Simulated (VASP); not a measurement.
# C (Fd-3m) in VASP: density of states with LDA

Aim: the density of states of C with LDA.

All numbers are computed with VASP 6.6.1; they aren't measurements. Logs are shortened: lines on timing, memory, paths and dates and some standing lists are left out, and cuts for length are marked.

## Step 1: The cell of the first run

The structure is cubic, space group Fd-3m (No. 227). The conventional cell has a = 3.622 Å, b = 3.622 Å, c = 3.622 Å, α = 90.00°, β = 90.00°, γ = 90.00°. Within 2.1 Å of C (site symmetry -43m) lie 4 C at 1.57 Å.

## Step 2: Density of states, LDA

The input, POSCAR:

```
C
1.0
    0.0000000000      1.8109710000      1.8109710000
    1.8109710000      0.0000000000      1.8109710000
    1.8109710000      1.8109710000      0.0000000000
C
2
Direct
    0.0000000000      0.0000000000      0.0000000000
    0.2500000000      0.2500000000      0.2500000000
```

The input, INCAR.step1:

```
SYSTEM = C
PREC = Accurate
ENCUT = 520
EDIFF = 1E-6
ISMEAR = -1
SIGMA = 0.1
LREAL = .FALSE.
LASPH = .TRUE.
NELM = 120
ALGO = Normal
ISIF = 2
LWAVE = .FALSE.
LCHARG = .TRUE.
GGA = CA
NBANDS = 11
GGA_COMPAT = .FALSE.
NEDOS = 2001
LORBIT = 11
```

The input, KPOINTS.step1:

```
Automatic mesh
0
G
  12 12 12
  0 0 0
```

The input, INCAR.step2:

```
SYSTEM = C
PREC = Accurate
ENCUT = 520
EDIFF = 1E-6
ISMEAR = -5
SIGMA = 0.1
LREAL = .FALSE.
LASPH = .TRUE.
NELM = 120
ALGO = Normal
ISIF = 2
LWAVE = .FALSE.
LCHARG = .FALSE.
GGA = CA
LORBIT = 11
NBANDS = 11
NEDOS = 1001
ICHARG = 11
GGA_COMPAT = .FALSE.
```

The input, KPOINTS.step2:

```
Automatic mesh
0
G
  18 18 18
  0 0 0
```

Potentials or basis: VASP PAW LDA potentials, release 64 (C).

The run is started by

```
cat potpaw_LDA.64/C/POTCAR > POTCAR
cp INCAR.step1 INCAR
cp KPOINTS.step1 KPOINTS
mpirun -np 1 vasp_std > vasp.out
cp INCAR.step2 INCAR
cp KPOINTS.step2 KPOINTS
mpirun -np 1 vasp_std > vasp.out
```

OUTCAR:

```text
SYSTEM = C
   PREC = Accurate
   ENCUT = 520
   EDIFF = 1E-6
   ISMEAR = -5
   LREAL = .FALSE.
   LASPH = .TRUE.
   NELM = 120
   ISIF = 2
   GGA = CA
   LORBIT = 11
   ICHARG = 11

 ion  position               nearest neighbor table
   1  0.000  0.000  0.000-   2 1.57   2 1.57   2 1.57   2 1.57
   2  0.250  0.250  0.250-   1 1.57   1 1.57   1 1.57   1 1.57

  LATTYP: Found a face centered cubic cell.
 ALAT       =     3.6219420000

  Lattice vectors:

 A1 = (   0.0000000000,   1.8109710000,   1.8109710000)
 A2 = (   1.8109710000,   0.0000000000,   1.8109710000)
 A3 = (   1.8109710000,   1.8109710000,   0.0000000000)

Analysis of symmetry for initial positions (statically):
=====================================================================
 Subroutine PRICEL returns:
 Original cell was already a primitive cell.

 Routine SETGRP: Setting up the symmetry group for a
 face centered cubic supercell.

 Subroutine GETGRP returns: Found 48 space group operations
 (whereof 24 operations were pure point group operations)
 out of a pool of 48 trial point group operations.

The static configuration has the point symmetry T_d .
 The point group associated with its full space group is O_h .

Analysis of symmetry for dynamics (positions and initial velocities):
=====================================================================
 Subroutine PRICEL returns:
 Original cell was already a primitive cell.

 Routine SETGRP: Setting up the symmetry group for a
 face centered cubic supercell.

 Subroutine GETGRP returns: Found 48 space group operations
 (whereof 24 operations were pure point group operations)
 out of a pool of 48 trial point group operations.

The dynamic configuration has the point symmetry T_d .
 The point group associated with its full space group is O_h .

 Subroutine INISYM returns: Found 48 space group operations
 (whereof 24 operations are pure point group operations),
 and found     1 'primitive' translations

----------------------------------------------------------------------------------------

                                     Primitive cell

  volume of cell :      11.8786

  direct lattice vectors                    reciprocal lattice vectors
     0.000000000  1.810971000  1.810971000    -0.276094979  0.276094979  0.276094979
     1.810971000  0.000000000  1.810971000     0.276094979 -0.276094979  0.276094979
     1.810971000  1.810971000  0.000000000     0.276094979  0.276094979 -0.276094979

  length of vectors
[... 99 lines left out ...]
   ISMEAR =    -5;   SIGMA  =   0.10  broadening in eV -4-tet -1-fermi 0-gaus
   EFERMI_NEDOS =   21; number of points for ismear=-14 and -15
   IALGO  =     38    algorithm
   IMIX   =      4    mixing-type and parameters
     AMIX     =   0.40;   BMIX     =  1.00
     AMIX_MAG =   1.60;   BMIX_MAG =  1.00
  volume/ion in A,a.u.               =       5.94        40.08
  Fermi-wavevector in a.u.,A,eV,Ry     =   1.434994  2.711745 28.017212  2.059207
  Thomas-Fermi vector in A             =   2.554341
   LORBIT       =     11    0 simple, 1 ext, 2 COOP (PROOUT), +10 PAW based schemes
   GGA     = CA    functional components
   LHFCALC =     F    Hartree Fock is set to
   AEXX    =    0.0000 exact exchange contribution
   IVDW    =     0    specifies the selected vdW correction
   LEPSILON=     F    determine dielectric tensor
   LRPA    =     F    only Hartree local field effects (RPA)
 non-spin polarized calculation
 Fermi weights with tetrahedron method with Bloechl corrections
  energy-cutoff  :      520.00
  volume of cell :       11.88
 maximum number of plane-waves:       332

 number of electron       8.0000001 magnetization

 Free energy of the ion-electron system (eV)
  ---------------------------------------------------
  ext. energy  EPLUGINS =         0.00000000
  ---------------------------------------------------
  free energy    TOTEN  =       -20.16644322 eV

  energy without entropy =      -20.16644322  energy(sigma->0) =      -20.16644322

 E-fermi :   9.0618     XC(G=0): -13.2780

 val. band max:        9.0609107532   @ k =   0.0000   0.0000   0.0000
 cond. band min:      13.0667787387   @ k =   0.3889   0.3889   0.0000
 fundamental gap:      4.0058679855
 Fermi energy:         9.0618253444

 k-point     1 :       0.0000    0.0000    0.0000
  band No.  band energies     occupation
      1     -11.6535      2.00000
      2       9.0609      2.00000
      3       9.0609      2.00000
      4       9.0609      2.00000
      5      14.4741      0.00000
      6      14.4741      0.00000
      7      14.4741      0.00000
      8      21.5816      0.00000
      9      27.4726      0.00000
     10      35.1827      0.00000
     11      35.2370      0.00000
[... 309 lines left out ...]
 k-point    24 :      -0.2222    0.0556    0.0000
  band No.  band energies     occupation
      1     -10.0400      2.00000
      2       3.0769      2.00000
      3       6.7220      2.00000
      4       7.7750      2.00000
      5      16.1900      0.00000
      6      16.9330      0.00000
      7      17.0147      0.00000
      8      22.6513      0.00000
      9      28.9082      0.00000
     10      29.9034      0.00000
     11      31.6129      0.00000

 [... further k-points ...]

------------------------ aborting loop because EDIFF is reached ----------------------------------------

  FORCE on cell =-STRESS in cart. coord.  units (eV):
  Direction    XX          YY          ZZ          XY          YZ          ZX
  --------------------------------------------------------------------------------------
  -------------------------------------------------------------------------------------
  Total       -2.1897175     -2.1897175     -2.1897175     -0.0000000      0.0000000     -0.0000000
  in kB     -295.3481087   -295.3481087   -295.3481087     -0.0000000      0.0000000     -0.0000000
  external PRESSURE =    -295.3481087 kB  Pullay stress =       0.0000000 kB

 VOLUME and BASIS-vectors are now :
 -----------------------------------------------------------------------------
  energy-cutoff  :      520.00
  volume of cell :       11.88
      direct lattice vectors                 reciprocal lattice vectors
     0.000000000  1.810971000  1.810971000    -0.276094979  0.276094979  0.276094979
     1.810971000  0.000000000  1.810971000     0.276094979 -0.276094979  0.276094979
     1.810971000  1.810971000  0.000000000     0.276094979  0.276094979 -0.276094979

 POSITION                                       TOTAL-FORCE (eV/Angst)
 -----------------------------------------------------------------------------------
      0.00000      0.00000      0.00000         0.000000      0.000000      0.000000
      0.90549      0.90549      0.90549        -0.000000     -0.000000     -0.000000
 -----------------------------------------------------------------------------------
    total drift:                                0.000000      0.000000      0.000000

  FREE ENERGIE OF THE ION-ELECTRON SYSTEM (eV)
  ---------------------------------------------------
  free  energy   TOTEN  =       -20.1664432233 eV

  energy  without entropy=      -20.1664432233  energy(sigma->0) =      -20.16644322

 total charge

# of ion       s       p       d       tot
------------------------------------------
    1        0.811   1.706   0.000   2.517
    2        0.811   1.706   0.000   2.517
--------------------------------------------------
tot          1.623   3.411   0.000   5.034
```

OUTCAR.step1:

```text
SYSTEM = C
   PREC = Accurate
   ENCUT = 520
   EDIFF = 1E-6
   ISMEAR = -1
   LREAL = .FALSE.
   LASPH = .TRUE.
   NELM = 120
[... 561 lines left out ...]
    total drift:                                0.000000      0.000000      0.000000

  FREE ENERGIE OF THE ION-ELECTRON SYSTEM (eV)
  ---------------------------------------------------
  free  energy   TOTEN  =       -20.1664033482 eV

  energy  without entropy=      -20.1664033480  energy(sigma->0) =      -20.16640335

 total charge

# of ion       s       p       d       tot
------------------------------------------
    1        0.811   1.706   0.000   2.517
    2        0.811   1.706   0.000   2.517
--------------------------------------------------
tot          1.623   3.411   0.000   5.034
```

OSZICAR.step1:

```text
N       E                     dE             d eps       ncg     rms          rms(c)
DAV:   1    -0.153785515256E+01   -0.15379E+01   -0.47642E+03  1616   0.713E+02
DAV:   2    -0.204582458353E+02   -0.18920E+02   -0.18252E+02  2065   0.122E+02
DAV:   3    -0.208703275782E+02   -0.41208E+00   -0.41106E+00  1830   0.139E+01
DAV:   4    -0.208711597300E+02   -0.83215E-03   -0.83213E-03  1720   0.783E-01
DAV:   5    -0.208711609975E+02   -0.12674E-05   -0.12674E-05  1812   0.283E-02    0.536E+00
DAV:   6    -0.203501663449E+02    0.52099E+00   -0.27460E-01  1650   0.359E+00    0.311E+00
DAV:   7    -0.201666530816E+02    0.18351E+00   -0.33033E-01  1719   0.395E+00    0.647E-01
DAV:   8    -0.201664134885E+02    0.23959E-03   -0.85894E-03  1638   0.747E-01    0.272E-02
DAV:   9    -0.201664016396E+02    0.11849E-04   -0.32128E-05  1787   0.448E-02    0.201E-02
DAV:  10    -0.201664034297E+02   -0.17901E-05   -0.21161E-06  1698   0.117E-02    0.464E-03
DAV:  11    -0.201664033482E+02    0.81486E-07   -0.95076E-08   851   0.232E-03
   1 F= -.20166403E+02 E0= -.20166403E+02  d E =-.186479E-09
```

Wall time 14 s (1 thread of Intel Xeon Platinum 8375C at 2.90GHz (Ice Lake), shared host); peak memory 0.12 GiB.

What came out:

```
Valence electrons inside the program's atomic spheres : C 2.52
```
